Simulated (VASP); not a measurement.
# BeS (F-43m) in VASP: G0W0 quasiparticle levels with PBE

Aim: the G0W0 quasiparticle levels of BeS with PBE.

All numbers are computed with VASP 6.6.1; they aren't measurements. Logs are shortened: lines on timing, memory, paths and dates and some standing lists are left out, and cuts for length are marked.

## (1) The cell of the first run

Symmetry: F-43m, No. 216, cubic system. The conventional cell has a = 4.869 Å, b = 4.869 Å, c = 4.869 Å, α = 90.00°, β = 90.00°, γ = 90.00°. Within 2.8 Å of Be (site symmetry -43m) lie 4 S at 2.11 Å. S (site symmetry -43m) has 4 Be at 2.11 Å within 2.8 Å.

## (2) G0W0 quasiparticle levels, PBE

The input, POSCAR:

```
BeS
1.0
    0.0000000000      2.4343062282      2.4343062282
    2.4343062282      0.0000000000      2.4343062282
    2.4343062282      2.4343062282      0.0000000000
Be S
1 1
Direct
    0.0000000000      0.0000000000      0.0000000000
    0.2500000000      0.2500000000      0.2500000000
```

The input, INCAR.step1:

```
SYSTEM = BeS
PREC = Accurate
ENCUT = 500
EDIFF = 1E-8
ISMEAR = 0
SIGMA = 0.01
LREAL = .FALSE.
LASPH = .TRUE.
NELM = 100
ALGO = Normal
LWAVE = .TRUE.
LCHARG = .FALSE.
GGA = PE
```

The input, INCAR.step2:

```
SYSTEM = BeS
PREC = Accurate
ENCUT = 500
EDIFF = 1E-8
ISMEAR = 0
SIGMA = 0.01
LREAL = .FALSE.
LASPH = .TRUE.
NELM = 1
ALGO = Exact
LWAVE = .TRUE.
LCHARG = .FALSE.
GGA = PE
NBANDS = 50
LOPTICS = .TRUE.
ISTART = 1
```

The input, INCAR.step3:

```
SYSTEM = BeS
PREC = Accurate
ENCUT = 500
EDIFF = 1E-8
ISMEAR = 0
SIGMA = 0.01
LREAL = .FALSE.
LASPH = .TRUE.
ALGO = EVGW0
LWAVE = .FALSE.
LCHARG = .FALSE.
GGA = PE
NELMGW = 1
NBANDS = 50
ENCUTGW = 80.0
NOMEGA = 48
PRECFOCK = Fast
ISTART = 1
NBANDSGW = 12
```

The input, KPOINTS:

```
regular mesh
0
G
  4 4 4
  0 0 0
```

Potentials or basis: VASP PAW PBE potentials, release 64 (Be_GW, S_GW).

On the command line:

```console
> cat potpaw_PBE.64/Be_GW/POTCAR potpaw_PBE.64/S_GW/POTCAR > POTCAR
> cp INCAR.step1 INCAR
> mpirun -np 1 vasp_std > vasp.out
> cp INCAR.step2 INCAR
> mpirun -np 1 vasp_std > vasp.out
> cp INCAR.step3 INCAR
> mpirun -np 1 vasp_std > vasp.out
```

OUTCAR:

```text
SYSTEM = BeS
   PREC = Accurate
   ENCUT = 500
   EDIFF = 1E-8
   ISMEAR = 0
   LREAL = .FALSE.
   LASPH = .TRUE.
   GGA = PE
   NELMGW = 1
   ENCUTGW = 80.0
   PRECFOCK = Fast
   ISTART = 1

 ion  position               nearest neighbor table
   1  0.000  0.000  0.000-   2 2.11   2 2.11   2 2.11   2 2.11
   2  0.250  0.250  0.250-   1 2.11   1 2.11   1 2.11   1 2.11

  LATTYP: Found a face centered cubic cell.
 ALAT       =     4.8686124564

  Lattice vectors:

 A1 = (   0.0000000000,   2.4343062282,   2.4343062282)
 A2 = (   2.4343062282,   0.0000000000,   2.4343062282)
 A3 = (   2.4343062282,   2.4343062282,   0.0000000000)

Analysis of symmetry for initial positions (statically):
=====================================================================
 Subroutine PRICEL returns:
 Original cell was already a primitive cell.

 Routine SETGRP: Setting up the symmetry group for a
 face centered cubic supercell.

 Subroutine GETGRP returns: Found 24 space group operations
 (whereof 24 operations were pure point group operations)
 out of a pool of 48 trial point group operations.

The static configuration has the point symmetry T_d .

Analysis of symmetry for dynamics (positions and initial velocities):
=====================================================================
 Subroutine PRICEL returns:
 Original cell was already a primitive cell.

 Routine SETGRP: Setting up the symmetry group for a
 face centered cubic supercell.

 Subroutine GETGRP returns: Found 24 space group operations
 (whereof 24 operations were pure point group operations)
 out of a pool of 48 trial point group operations.

The dynamic configuration has the point symmetry T_d .

 Subroutine INISYM returns: Found 24 space group operations
 (whereof 24 operations are pure point group operations),
 and found     1 'primitive' translations

----------------------------------------------------------------------------------------

                                     Primitive cell

  volume of cell :      28.8507

  direct lattice vectors                    reciprocal lattice vectors
     0.000000000  2.434306228  2.434306228    -0.205397330  0.205397330  0.205397330
     2.434306228  0.000000000  2.434306228     0.205397330 -0.205397330  0.205397330
     2.434306228  2.434306228  0.000000000     0.205397330  0.205397330 -0.205397330

  length of vectors
     3.442628883  3.442628883  3.442628883     0.355758612  0.355758612  0.355758612

  position of ions in fractional coordinates (direct lattice)
     0.000000000  0.000000000  0.000000000
     0.250000000  0.250000000  0.250000000

  ion indices of the primitive-cell ions
   primitive index   ion index
                 1           1
                 2           2

----------------------------------------------------------------------------------------

 KPOINTS: regular mesh

Automatic generation of k-mesh.
 Grid dimensions read from file:
 generate k-points for:    4    4    4

 Generating k-lattice:

  Cartesian coordinates                     Fractional coordinates (reciprocal lattice)
    -0.051349333  0.051349333  0.051349333     0.250000000  0.000000000  0.000000000
     0.051349333 -0.051349333  0.051349333     0.000000000  0.250000000  0.000000000
     0.051349333  0.051349333 -0.051349333     0.000000000  0.000000000  0.250000000

  Length of vectors
     0.088939653  0.088939653  0.088939653

  Shift w.r.t. Gamma in fractional coordinates (k-lattice)
     0.000000000  0.000000000  0.000000000

 Subroutine IBZKPT returns following result:
 ===========================================

 Found      8 irreducible k-points:

 Following reciprocal coordinates:
            Coordinates               Weight
  0.000000  0.000000  0.000000      1.000000
  0.250000  0.000000  0.000000      8.000000
  0.500000  0.000000  0.000000      4.000000
  0.250000  0.250000  0.000000      6.000000
  0.500000  0.250000  0.000000     24.000000
 -0.250000  0.250000  0.000000     12.000000
  0.500000  0.500000  0.000000      3.000000
 -0.250000  0.500000  0.250000      6.000000
   k-points           NKPTS =      8   k-points in BZ     NKDIM =     64   number of bands    NBANDS=     50
   number of dos      NEDOS =    301   number of ions     NIONS =      2
   total plane-waves  NPLWV =  21952
   dimension x,y,z NGX =    28 NGY =   28 NGZ =   28
   dimension x,y,z NGXF=    56 NGYF=   56 NGZF=   56
   ions per type =               1   1
   NGX,Y,Z   is equivalent  to a cutoff of  13.52, 13.52, 13.52 a.u.
   NGXF,Y,Z  is equivalent  to a cutoff of  27.04, 27.04, 27.04 a.u.
 SYSTEM =  BeS
   PREC   = accura    normal or accurate (medium, high low for compatibility)
   ISTART =      1    job   : 0-new  1-cont  2-samecut
   ICHARG =      0    charge: 1-file 2-atom 10-const
   ISPIN  =      1    spin polarized calculation?
   LNONCOLLINEAR =      F non collinear calculations
   LSORBIT =      F    spin-orbit coupling
   LASPH  =      T    aspherical Exc in radial PAW
   ENCUT  =  500.0 eV  36.75 Ry    6.06 a.u.   6.28  6.28  6.28*2*pi/ulx,y,z
   NELM   =     60;   NELMIN=  2; NELMDL=  0     # of ELM steps
   EDIFF  = 0.1E-07   stopping-criterion for ELM
   LREAL  =      F    real-space projection
   EDIFFG = 0.1E-06   stopping-criterion for IOM
   NSW    =      0    number of steps for IOM
   IBRION =     -1    ionic relax: 0-MD 1-quasi-New 2-CG
   NFREE  =      0    steps in history (QN), initial steepest desc. (CG)
   ISIF   =      0    stress and relaxation
   ISYM   =      3    0-nonsym 1-usesym 2-fastsym
   POTIM  = 0.5000    time-step for ionic-motion
   TEBEG  =    0.0;   TEEND  =   0.0 temperature during run
   PSTRESS=    0.0 pullay stress
   NELECT =       8.0000    total number of electrons
   NUPDOWN=      -1.0000    fix difference up-down
   EMIN   =  10.00;   EMAX   =-10.00  energy-range for DOS
   EFERMI =   0.00;   METHOD = LEGACY
   ISMEAR =     0;   SIGMA  =   0.01  broadening in eV -4-tet -1-fermi 0-gaus
   EFERMI_NEDOS =   21; number of points for ismear=-14 and -15
   IALGO  =     38    algorithm
   IMIX   =      4    mixing-type and parameters
     AMIX     =   0.40;   BMIX     =  1.00
     AMIX_MAG =   1.60;   BMIX_MAG =  1.00
  volume/ion in A,a.u.               =      14.43        97.35
  Fermi-wavevector in a.u.,A,eV,Ry     =   1.067545  2.017368 15.505918  1.139653
  Thomas-Fermi vector in A             =   2.203165
   LORBIT       =      0    0 simple, 1 ext, 2 COOP (PROOUT), +10 PAW based schemes
   GGA     = PE    functional components
   LHFCALC =     T    Hartree Fock is set to
   PRECFOCK=fast      Normal, Fast or Accurate (Low or Medium for compatibility)
   ENCUT4O =  -1.0   cutoff for four orbital integrals eV
   NKREDX  =     1    reduce k-point grid by
   NKREDY  =     1    reduce k-point grid by
   NKREDZ  =     1    reduce k-point grid by
   AEXX    =    1.0000 exact exchange contribution
   HFSCREEN=    0.0000 screening length (either q_TF or 0.3 A-1)
   HFSCREENC=   0.0000 screening length for correlation (either q_TF or 0.3 A-1)
   ENCUTFOCK=  -1.0 apply spherical cutoff to Coloumb kernel
   IVDW    =     0    specifies the selected vdW correction
   LEPSILON=     F    determine dielectric tensor
   LRPA    =     F    only Hartree local field effects (RPA)
   LRPAFORCE           =     F    calculate RPA forces
   ENCUTGW             =  80.0    cutoff for response function in eV
   ENCUTGWSOFT         =  64.0    soft cutoff for Coulomb kernel in GW response function in eV
   ENCUTLF             =  -1.0    cutoff for local field effects
   NELMGW              =     1    number of iterations in solving QP/BSE equation
   NELMHF              =     1    number of iterations in the inner HF iteration
   NKREDLFX            =     1    NKREDLFY  =   1   NKREDLFZ  =   1
 non-spin polarized calculation
 Gauss-broadening in eV      SIGMA  =   0.01
  energy-cutoff  :      500.00
  volume of cell :       28.85
 maximum number of plane-waves:       754
 NGX is ok and might be reduce to    28
  NGX = 14; NGY = 14; NGZ = 14
   NGX = 13   NGY = 13   NGZ = 13
 maximum number of plane-waves:        59
 NGX is ok and might be reduce to    10

 QP shifts <psi_nk| G(iteration)W_0 |psi_nk>: iteration 1
 for sc-GW calculations column KS-energies equals QP-energies in previous step
 and V_xc(KS)=  KS-energies - (<T + V_ion + V_H > + <T+V_H+V_ion>^1  + <V_x>^1)

 k-point   1 :       0.0000    0.0000    0.0000
  band No.  KS-energies  QP-energies   sigma(KS)   V_xc(KS)     V^pw_x(r,r')   Z            occupation Imag(sigma)

      1      -9.9238     -10.6746     -13.7784     -12.7969     -21.3167       0.7649       2.0000       1.5974
      2       3.6985       3.0856     -14.4802     -13.7029     -16.6002       0.7886       2.0000       0.0677
      3       3.6985       3.0856     -14.4802     -13.7029     -16.6002       0.7886       2.0000       0.0677
      4       3.6985       3.0856     -14.4802     -13.7029     -16.6002       0.7886       2.0000       0.0677
      5       9.3382      10.2469      -9.3759     -10.5184      -5.2071       0.7953       0.0000      -0.0909
      6       9.3382      10.2469      -9.3759     -10.5184      -5.2071       0.7953       0.0000      -0.0909
      7       9.3382      10.2469      -9.3759     -10.5184      -5.2071       0.7953       0.0000      -0.0909
      8       9.4800      10.1445      -9.5812     -10.4162      -5.2385       0.7959       0.0000      -0.1003
      9      16.3137      17.3997     -10.0249     -11.4347      -4.9428       0.7704       0.0000      -0.2107
     10      16.3137      17.3997     -10.0249     -11.4347      -4.9428       0.7704       0.0000      -0.2107
     11      18.4840      18.6395      -8.3198      -8.5247      -2.3184       0.7586       0.0000      -0.4800
     12      20.1712      20.4850      -8.2722      -8.6744      -2.2504       0.7803       0.0000      -0.5706

 k-point   2 :       0.2500    0.0000    0.0000
  band No.  KS-energies  QP-energies   sigma(KS)   V_xc(KS)     V^pw_x(r,r')   Z            occupation Imag(sigma)
[... 97 lines left out ...]
      1      -7.7559      -8.1790     -14.5185     -13.9285     -21.5811       0.7172       2.0000       1.0636
      2      -0.5221      -1.5574     -13.3684     -11.9915     -16.6418       0.7519       2.0000       0.1365
      3      -0.1174      -1.0814     -13.0649     -11.8017     -15.9977       0.7632       2.0000       0.1187
      4       0.3978      -0.4969     -12.8892     -11.7282     -15.5647       0.7706       2.0000       0.1033
      5      10.1403      10.7882      -9.6973     -10.5107      -5.6277       0.7966       0.0000      -0.0976
      6      11.7545      12.5396      -9.1037     -10.0920      -4.6353       0.7944       0.0000      -0.1141
      7      12.0695      12.8920      -9.1617     -10.2212      -4.1861       0.7763       0.0000      -0.1389
      8      12.4441      13.4737     -10.4667     -11.8058      -5.6127       0.7688       0.0000      -0.1411
      9      17.8162      19.0203     -10.3120     -11.9142      -4.5042       0.7515       0.0000      -0.3575
     10      17.9928      18.8395     -10.3506     -11.4961      -4.1889       0.7392       0.0000      -0.4441
     11      20.4504      21.6389     -10.2441     -11.8088      -4.0217       0.7596       0.0000      -0.5732
     12      22.0868      22.7774      -9.6799     -10.5489      -3.4749       0.7947       0.0000      -0.8613
```

It took 44 s on 1 thread of Intel Xeon Platinum 8488C (Sapphire Rapids), shared host; peak memory 0.25 GiB.

Results:

* Band gap on the k mesh, mean-field level: 3.12 eV, indirect (least direct gap 5.64 eV)
* Quasiparticle gap: 4.19 eV
* Least direct quasiparticle gap: 7.05 eV

Caveat: the k points lie up to 0.56 Å⁻¹ apart; bands, screening cutoff and mesh are small and nothing is extrapolated, so the quasiparticle values aren't converged.
